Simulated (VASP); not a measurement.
# KCl (R-3m) in VASP: single point with PBEsol

Aim: the single point of KCl with PBEsol.

All numbers are computed with VASP 6.6.1; they aren't measurements. Logs are shortened: lines on timing, memory, paths and dates and some standing lists are left out, and cuts for length are marked.

## (1) The cell of the first run

Symmetry: R-3m, No. 166, trigonal system. The conventional cell has a = 5.216 Å, b = 5.216 Å, c = 6.105 Å, α = 90.00°, β = 90.00°, γ = 120.00°. K (site symmetry -3m) has 8 Cl at 3.05 to 3.18 Å and 6 K at 3.63 Å within 4.0 Å. Cl (site symmetry -3m) has 8 K at 3.05 to 3.18 Å and 6 Cl at 3.63 Å within 4.0 Å.

## (2) Single point, PBEsol (equal xy, yz and zx shear strains of -3 %)

Input file INCAR:

```
SYSTEM = KCl
PREC = Accurate
ENCUT = 500
EDIFF = 1E-6
ISMEAR = -1
SIGMA = 0.02
LREAL = .FALSE.
LASPH = .TRUE.
NELM = 120
ALGO = Normal
ISIF = 2
LWAVE = .FALSE.
LCHARG = .FALSE.
GGA = PS
NBANDS = 15
GGA_COMPAT = .FALSE.
```

Input file KPOINTS:

```
regular mesh
0
G
  7 7 7
  0 0 0
```

Input file POSCAR:

```
KCl
1.0
    3.6340000000     -0.0545100000     -0.0545100000
   -0.0545100000      3.6340000000     -0.0545100000
   -0.0545100000     -0.0545100000      3.6340000000
K Cl
1 1
Direct
    0.0000000000      0.0000000000      0.0000000000
    0.5000000000      0.5000000000      0.5000000000
```

Potentials or basis: VASP PAW PBE potentials, release 64 (K_sv, Cl).

Command:

```
> cat potpaw_PBE.64/K_sv/POTCAR potpaw_PBE.64/Cl/POTCAR > POTCAR
> mpirun -np 1 vasp_std > vasp.out
```

OUTCAR:

```text
SYSTEM = KCl
   PREC = Accurate
   ENCUT = 500
   EDIFF = 1E-6
   ISMEAR = -1
   LREAL = .FALSE.
   LASPH = .TRUE.
   NELM = 120
   ISIF = 2
   GGA = PS

 ion  position               nearest neighbor table
   1  0.000  0.000  0.000-   2 3.05   2 3.05   2 3.18   2 3.18   2 3.18   2 3.18   2 3.18   2 3.18

   2  0.500  0.500  0.500-   1 3.05   1 3.05   1 3.18   1 3.18   1 3.18   1 3.18   1 3.18   1 3.18

  LATTYP: Found a trigonal (rhomboedric) cell.
 ALAT       =     3.6348175580
 COS(alpha) =    -0.0297616073

  Lattice vectors:

 A1 = (   3.6340000000,  -0.0545100000,  -0.0545100000)
 A2 = (  -0.0545100000,   3.6340000000,  -0.0545100000)
 A3 = (  -0.0545100000,  -0.0545100000,   3.6340000000)

Analysis of symmetry for initial positions (statically):
=====================================================================
 Subroutine PRICEL returns:
 Original cell was already a primitive cell.

 Routine SETGRP: Setting up the symmetry group for a
 trigonal (rhombohedral) supercell.

 Subroutine GETGRP returns: Found 12 space group operations
 (whereof 12 operations were pure point group operations)
 out of a pool of 12 trial point group operations.

The static configuration has the point symmetry D_3d.

Analysis of symmetry for dynamics (positions and initial velocities):
=====================================================================
 Subroutine PRICEL returns:
 Original cell was already a primitive cell.

 Routine SETGRP: Setting up the symmetry group for a
 trigonal (rhombohedral) supercell.

 Subroutine GETGRP returns: Found 12 space group operations
 (whereof 12 operations were pure point group operations)
 out of a pool of 12 trial point group operations.

The dynamic configuration has the point symmetry D_3d.

 Subroutine INISYM returns: Found 12 space group operations
 (whereof 12 operations are pure point group operations),
 and found     1 'primitive' translations

----------------------------------------------------------------------------------------

                                     Primitive cell

  volume of cell :      47.9577

  direct lattice vectors                    reciprocal lattice vectors
     3.634000000 -0.054510000 -0.054510000     0.275304640  0.004192456  0.004192456
    -0.054510000  3.634000000 -0.054510000     0.004192456  0.275304640  0.004192456
    -0.054510000 -0.054510000  3.634000000     0.004192456  0.004192456  0.275304640

  length of vectors
     3.634817558  3.634817558  3.634817558     0.275368477  0.275368477  0.275368477

  position of ions in fractional coordinates (direct lattice)
     0.000000000  0.000000000  0.000000000
     0.500000000  0.500000000  0.500000000

  ion indices of the primitive-cell ions
   primitive index   ion index
                 1           1
                 2           2

----------------------------------------------------------------------------------------

 KPOINTS: regular mesh

Automatic generation of k-mesh.
 Grid dimensions read from file:
 generate k-points for:    7    7    7

 Generating k-lattice:

  Cartesian coordinates                     Fractional coordinates (reciprocal lattice)
     0.039329234  0.000598922  0.000598922     0.142857143  0.000000000  0.000000000
     0.000598922  0.039329234  0.000598922     0.000000000  0.142857143  0.000000000
     0.000598922  0.000598922  0.039329234     0.000000000  0.000000000  0.142857143

  Length of vectors
     0.039338354  0.039338354  0.039338354

  Shift w.r.t. Gamma in fractional coordinates (k-lattice)
     0.000000000  0.000000000  0.000000000

 Subroutine IBZKPT returns following result:
 ===========================================

 Found     44 irreducible k-points:

 Following reciprocal coordinates:
            Coordinates               Weight
  0.000000  0.000000  0.000000      1.000000
  0.142857 -0.000000 -0.000000      6.000000
  0.285714 -0.000000  0.000000      6.000000
  0.428571 -0.000000  0.000000      6.000000
  0.142857  0.142857 -0.000000      6.000000
  0.285714  0.142857 -0.000000     12.000000
[... 16 lines left out ...]
  0.285714  0.285714  0.142857      6.000000
  0.428571  0.285714  0.142857     12.000000
 [... further k-points ...]
   k-points           NKPTS =     44   k-points in BZ     NKDIM =     44   number of bands    NBANDS=     15
   number of dos      NEDOS =    301   number of ions     NIONS =      2
   total plane-waves  NPLWV =  21952
   dimension x,y,z NGX =    28 NGY =   28 NGZ =   28
   dimension x,y,z NGXF=    56 NGYF=   56 NGZF=   56
   ions per type =               1   1
   NGX,Y,Z   is equivalent  to a cutoff of  12.81, 12.81, 12.81 a.u.
   NGXF,Y,Z  is equivalent  to a cutoff of  25.61, 25.61, 25.61 a.u.
 SYSTEM =  KCl
   PREC   = accura    normal or accurate (medium, high low for compatibility)
   ISTART =      0    job   : 0-new  1-cont  2-samecut
   ICHARG =      2    charge: 1-file 2-atom 10-const
   ISPIN  =      1    spin polarized calculation?
   LNONCOLLINEAR =      F non collinear calculations
   LSORBIT =      F    spin-orbit coupling
   LASPH  =      T    aspherical Exc in radial PAW
   ENCUT  =  500.0 eV  36.75 Ry    6.06 a.u.   6.63  6.63  6.63*2*pi/ulx,y,z
   NELM   =    120;   NELMIN=  2; NELMDL= -5     # of ELM steps
   EDIFF  = 0.1E-05   stopping-criterion for ELM
   LREAL  =      F    real-space projection
[... 7 lines left out ...]
   TEBEG  =    0.0;   TEEND  =   0.0 temperature during run
   PSTRESS=    0.0 pullay stress
   NELECT =      16.0000    total number of electrons
   NUPDOWN=      -1.0000    fix difference up-down
   EMIN   =  10.00;   EMAX   =-10.00  energy-range for DOS
   EFERMI =   0.00;   METHOD = LEGACY
   ISMEAR =    -1;   SIGMA  =   0.02  broadening in eV -4-tet -1-fermi 0-gaus
   EFERMI_NEDOS =   21; number of points for ismear=-14 and -15
   IALGO  =     38    algorithm
   IMIX   =      4    mixing-type and parameters
     AMIX     =   0.40;   BMIX     =  1.00
     AMIX_MAG =   1.60;   BMIX_MAG =  1.00
  volume/ion in A,a.u.               =      23.98       161.82
  Fermi-wavevector in a.u.,A,eV,Ry     =   1.135434  2.145659 17.540777  1.289211
  Thomas-Fermi vector in A             =   2.272139
   LORBIT       =      0    0 simple, 1 ext, 2 COOP (PROOUT), +10 PAW based schemes
   GGA     = PS    functional components
   LHFCALC =     F    Hartree Fock is set to
   AEXX    =    0.0000 exact exchange contribution
   IVDW    =     0    specifies the selected vdW correction
   LEPSILON=     F    determine dielectric tensor
   LRPA    =     F    only Hartree local field effects (RPA)
 non-spin polarized calculation
  energy-cutoff  :      500.00
  volume of cell :       47.96
 maximum number of plane-waves:      1237
   NGX = 13   NGY = 13   NGZ = 13

 number of electron      16.0000001 magnetization

 Free energy of the ion-electron system (eV)
  ---------------------------------------------------
  ext. energy  EPLUGINS =         0.00000000
  ---------------------------------------------------
  free energy    TOTEN  =        -6.87736234 eV

  energy without entropy =       -6.87736234  energy(sigma->0) =       -6.87736234

 E-fermi :   0.3925     XC(G=0):  -9.0313

 val. band max:       -0.0364543033   @ k =  -0.4286   0.4286   0.0000
 cond. band min:       5.3583876607   @ k =   0.0000   0.0000   0.0000
 fundamental gap:      5.3948419640
 Fermi energy:         0.3924769270

 k-point     1 :       0.0000    0.0000    0.0000
  band No.  band energies     occupation
      1     -27.6484      2.00000
      2     -12.9100      2.00000
      3     -11.0751      2.00000
      4     -11.0534      2.00000
      5     -11.0534      2.00000
      6      -0.2601      2.00000
      7      -0.2319      2.00000
      8      -0.2319      2.00000
      9       5.3584      0.00000
     10       6.2197      0.00000
     11       6.2197      0.00000
     12      10.8335      0.00000
     13      11.1035      0.00000
     14      11.1035      0.00000
     15      14.2727      0.00000

 k-point     2 :       0.1429   -0.0000   -0.0000
  band No.  band energies     occupation
      1     -27.6408      2.00000
      2     -12.9528      2.00000
      3     -11.0553      2.00000
      4     -11.0432      2.00000
      5     -11.0312      2.00000
      6      -0.7367      2.00000
      7      -0.2726      2.00000
      8      -0.2362      2.00000
      9       5.8852      0.00000
     10       6.4135      0.00000
     11       6.7799      0.00000
     12      10.8634      0.00000
     13      10.9810      0.00000
     14      11.1720      0.00000
     15      13.3570      0.00000

 k-point     3 :       0.2857   -0.0000    0.0000
  band No.  band energies     occupation
      1     -27.6237      2.00000
      2     -13.0535      2.00000
      3     -11.0368      2.00000
      4     -11.0202      2.00000
      5     -10.9417      2.00000
      6      -1.6260      2.00000
      7      -0.3244      2.00000
      8      -0.2472      2.00000
      9       6.9675      0.00000
     10       6.9916      0.00000
     11       8.0572      0.00000
     12      10.8069      0.00000
     13      10.9409      0.00000
     14      11.4561      0.00000
     15      11.6974      0.00000
[... 343 lines left out ...]
 k-point    23 :       0.2857    0.2857    0.1429
  band No.  band energies     occupation
      1     -27.5936      2.00000
      2     -12.8688      2.00000
      3     -11.2867      2.00000
      4     -11.1056      2.00000
      5     -10.9354      2.00000
      6      -1.3887      2.00000
      7      -1.1562      2.00000
      8      -0.5492      2.00000
      9       7.6096      0.00000
     10       8.1774      0.00000
     11       9.0117      0.00000
     12       9.8052      0.00000
     13       9.9270      0.00000
     14      10.3113      0.00000
     15      13.5334      0.00000

 k-point    24 :       0.4286    0.2857    0.1429
  band No.  band energies     occupation
      1     -27.5812      2.00000
      2     -12.7611      2.00000
      3     -11.3023      2.00000
      4     -11.1464      2.00000
      5     -11.0504      2.00000
      6      -1.7047      2.00000
      7      -1.1302      2.00000
      8      -0.4705      2.00000
      9       7.2982      0.00000
     10       8.2934      0.00000
     11       8.9613      0.00000
     12       9.5707      0.00000
     13      10.4255      0.00000
     14      10.8424      0.00000
     15      13.2489      0.00000

 [... further k-points ...]

------------------------ aborting loop because EDIFF is reached ----------------------------------------

  FORCE on cell =-STRESS in cart. coord.  units (eV):
  Direction    XX          YY          ZZ          XY          YZ          ZX
  --------------------------------------------------------------------------------------
  -------------------------------------------------------------------------------------
  Total        0.7475503      0.7475503      0.7475503      0.1555443      0.1555443      0.1555443
  in kB       24.9742489     24.9742489     24.9742489      5.1964422      5.1964422      5.1964422
  external PRESSURE =      24.9742489 kB  Pullay stress =       0.0000000 kB

 VOLUME and BASIS-vectors are now :
 -----------------------------------------------------------------------------
  energy-cutoff  :      500.00
  volume of cell :       47.96
      direct lattice vectors                 reciprocal lattice vectors
     3.634000000 -0.054510000 -0.054510000     0.275304640  0.004192456  0.004192456
    -0.054510000  3.634000000 -0.054510000     0.004192456  0.275304640  0.004192456
    -0.054510000 -0.054510000  3.634000000     0.004192456  0.004192456  0.275304640

 POSITION                                       TOTAL-FORCE (eV/Angst)
 -----------------------------------------------------------------------------------
      0.00000      0.00000      0.00000        -0.000000      0.000000     -0.000000
      1.76249      1.76249      1.76249         0.000000     -0.000000      0.000000
 -----------------------------------------------------------------------------------
    total drift:                               -0.000000      0.000000      0.000000

  FREE ENERGIE OF THE ION-ELECTRON SYSTEM (eV)
  ---------------------------------------------------
  free  energy   TOTEN  =        -6.8773623434 eV

  energy  without entropy=       -6.8773623434  energy(sigma->0) =       -6.87736234
```

Run time: 47 s. Hardware: 1 thread of Intel Xeon 8259CL, shared host; peak memory 0.17 GiB.

Results:

```
Free energy            : -6.8774 eV
Pressure               : 2.5 GPa
Band gap on the k mesh : 5.39 eV (least direct gap 5.59 eV)
```

Stress tensor (GPa, compression positive):
```
2.50 0.52 0.52
0.52 2.50 0.52
0.52 0.52 2.50
```

Levels at points of the mesh, in eV from the valence-band top:
```csv
k point,band 4,band 5,band 6,band 7,band 8,band 9,band 10,band 11,band 12,band 13
"(0.00, 0.00, 0.00)",-11.02,-11.02,-0.22,-0.20,-0.20,5.39,6.26,6.26,10.87,11.14
```

Caveat: the cell differs from its parent crystal (equal xy, yz and zx shear strains of -3 %); the PAW data sets were made with another functional, which shifts forces and pressure a little.
